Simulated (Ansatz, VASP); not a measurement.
Given: the input of a run of VASP 6.6.1 on Co.

File POSCAR:

```
Co
1.0
    2.4554087999      0.0000000000      0.0000000000
   -1.2277044000      2.1264463974      0.0000000000
    0.0000000000      0.0000000000      3.9941557227
Co
2
Direct
    0.6666666667      0.3333333333      0.7500000000
    0.3333333333      0.6666666667      0.2500000000
```

The input INCAR.step1:

```
SYSTEM = Co
  PREC = Accurate
  ENCUT = 520
  ISMEAR = -1
  SIGMA = 0.05
  LREAL = .FALSE.
  LASPH = .TRUE.
  NELM = 150
  ISPIN = 2
  MAGMOM = 2 2
  LMAXMIX = 4
  NBANDS = 20
  GGA = PE
  ALGO = Normal
  EDIFF = 1E-4
  LWAVE = .TRUE.
  LCHARG = .FALSE.
```

Contents of INCAR.step2:

```
SYSTEM = Co
  PREC = Accurate
  ENCUT = 520
  EDIFF = 1E-7
  ISMEAR = -1
  SIGMA = 0.05
  LREAL = .FALSE.
  LASPH = .TRUE.
  NELM = 150
  ALGO = Normal
  ISIF = 2
  LWAVE = .FALSE.
  LCHARG = .FALSE.
  ISPIN = 2
  MAGMOM = 2 2
  LORBIT = 11
  LMAXMIX = 4
  METAGGA = R2SCAN
  LMIXTAU = .TRUE.
  NBANDS = 20
  ISTART = 1
```

File KPOINTS:

```
Automatic mesh
0
G
  12 12 7
  0 0 0
```

Potentials or basis: VASP PAW PBE potentials, release 64 (Co).

Run with:

```console
$ cat potpaw_PBE.64/Co/POTCAR > POTCAR
$ cp INCAR.step1 INCAR
$ mpirun -np 1 vasp_std > vasp.out
$ cp INCAR.step2 INCAR
$ mpirun -np 1 vasp_std > vasp.out
```

Task: Set up the same calculation for Ansatz 0.2.0. Potentials there: Ansatz PAW.

Result: As run (the cutoff follows the program's own potentials):

The input input.yaml:

```yaml
crystal:
  lattice:
    - [2.4554087999, 0.0, 0.0]
    - [-1.2277044, 2.1264463974, 0.0]
    - [0.0, 0.0, 3.9941557227]
  atoms:
    - { symbol: Co, position: [0.6666666667, 0.3333333333, 0.75], spin: 2.0 }
    - { symbol: Co, position: [0.3333333333, 0.6666666667, 0.25], spin: 2.0 }
hamiltonian:
  xc: r2scan
  pseudopotentials: { kind: paw }
magnetization:
  spin_polarized: true
kpoints:
  mp_grid: { grid: [12, 12, 7] }
scf:
  occupations: { method: fermi_dirac, width: 0.05 }
output:
  forces: true
  stress: true
  eigenvalues: true
```

Potentials or basis: Ansatz PAW.

Run with:

```console
$ ansatz run input.yaml --threads 2 --pin off --max-ram 5632MiB --backend cpu --events-out ev --progress --plain --runs-dir out
```

Both were run:

|  | VASP | Ansatz | Ansatz less VASP |
| --- | --- | --- | --- |
| gap on the k mesh at the Fermi level (eV) | none | none | - |
| pressure (GPa) | 4.8 | 5.1 | +0.30 |
| traceless stress, the component that is largest in VASP (GPa) | -0.01 | 0.33 | +0.339 |
| net moment per atom (μB) | 1.74 | 1.76 | +0.018 |
| size of the moment on the site where the two differ most (μB) | 1.80 | 1.89 | +0.095 |

VASP's potentials were made for PBE, not for r2SCAN. Site moments also hang on the region over which each program counts them. A gap of «none» marks a metal or a gap that the smearing closes. With one functional, cell and mesh, what is left measures potentials, basis and numerics. VASP's potentials hold 18 valence electrons a cell and Ansatz's 34, so a difference there can come from the potentials and not from the codes.

Noted on Ansatz's run: the magnetic or orbital state may not be the lowest.
